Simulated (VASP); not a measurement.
Ag, 1 atom in the cell. The structure is cubic, space group Fm-3m (No. 225). The conventional cell has a = 4.147 Å, b = 4.147 Å, c = 4.147 Å, α = 90.00°, β = 90.00°, γ = 90.00°. Ag (site symmetry m-3m) has 12 Ag at 2.93 Å within 3.9 Å. 

```yaml
Program: VASP 6.6.1
Task: single point
Functional: PBE
Potentials_or_basis: VASP PAW PBE potentials, release 64 (Ag)
Cutoff: 520 eV
k_mesh: 13 × 13 × 13
Occupations: methfessel-paxton, width 1 eV
Spin: no spin polarisation
Dipole_correction: no
Further_INCAR_settings: ALGO = Normal; EDIFF = 1e-07; NBANDS = 12
```

Potentials or basis: VASP PAW PBE potentials, release 64 (Ag).

Run with:

```sh
$ cat potpaw_PBE.64/Ag/POTCAR > POTCAR
$ mpirun -np 1 vasp_std > vasp.out
```

Hardware: 1 thread of Intel Xeon 8259CL, with other jobs on the host.

**Question.** How long does it take, and how much memory?

**Answer.** Run time: 18 s on 1 thread of Intel Xeon 8259CL, on a shared host, peak memory 0.15 GiB. Counts: scf iterations 12, k points 84.
